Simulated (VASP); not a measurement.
# HfZrSe4: single point with PBE

The system is HfZrSe4.

```
Zr Hf Se
1.0
     4.15263    0.00000    0.00000
    -2.07632    3.59629    0.00000
     0.00000    0.00000    9.11009
Zr Hf Se
1 1 4
Direct
  0.00000 0.00000 0.50000
  0.00000 0.00000 0.00000
  0.33333 0.66667 0.76643
  0.33333 0.66667 0.23357
  0.66667 0.33333 0.76643
  0.66667 0.33333 0.23357
```

```json
{
  "Program": "VASP 6.6.1",
  "Task": "single point",
  "Functional": "PBE",
  "Potentials or basis": "VASP PAW PBE potentials, release 64 (Zr_sv, Hf_pv, Se)",
  "Cutoff": "520 eV",
  "k mesh": "6 × 6 × 2",
  "Occupations": "gaussian, width 0.1 eV",
  "Spin": "no spin polarisation",
  "Dipole correction": "no",
  "Further INCAR settings": "ALGO = Normal; EDIFF = 1e-07; NBANDS = 32"
}
```

* Pressure: 8.4 GPa
* Largest force: 0.022 eV/Å
* Band gap on the k mesh: zero (band 23 reaches 7.33 eV, above the bottom of band 24 at 5.81 eV)

Forces on the atoms (eV/Å):
```
Zr   0.000  0.000  0.000
Hf   0.000  0.000  0.000
Se   0.000  0.000  0.022
Se   0.000  0.000 -0.022
Se   0.000  0.000  0.022
Se   0.000  0.000 -0.022
```

Stress tensor (GPa, compression positive):
```
 19.99   0.00   0.00
  0.00  19.99   0.00
  0.00   0.00 -14.63
```

Levels at points of the mesh, in eV from the Fermi level:
```tsv
k point	band 19	band 20	band 21	band 22	band 23	band 24	band 25	band 26	band 27	band 28
(0.00, 0.00, 0.00)	-2.55	-2.55	-1.48	-1.48	-0.68	-0.43	-0.43	-0.29	-0.08	0.09
(0.50, 0.00, 0.00)	-2.89	-1.09	-0.08	0.30	0.42	0.84	1.07	1.09	1.21	1.30
(0.00, 0.00, 0.50)	-2.32	-1.96	-1.96	-1.38	-1.02	-0.47	-0.16	-0.07	-0.07	0.08
(0.50, 0.00, 0.50)	-3.86	-0.03	0.26	0.46	0.59	0.68	0.99	0.99	1.09	1.11
```

It took 45 s on 1 thread of AMD EPYC 9R45 (Zen 5), with other jobs on the host, peak memory 0.24 GiB.

Caveat: spin-orbit coupling is left out, which moves the levels of the heavy elements.
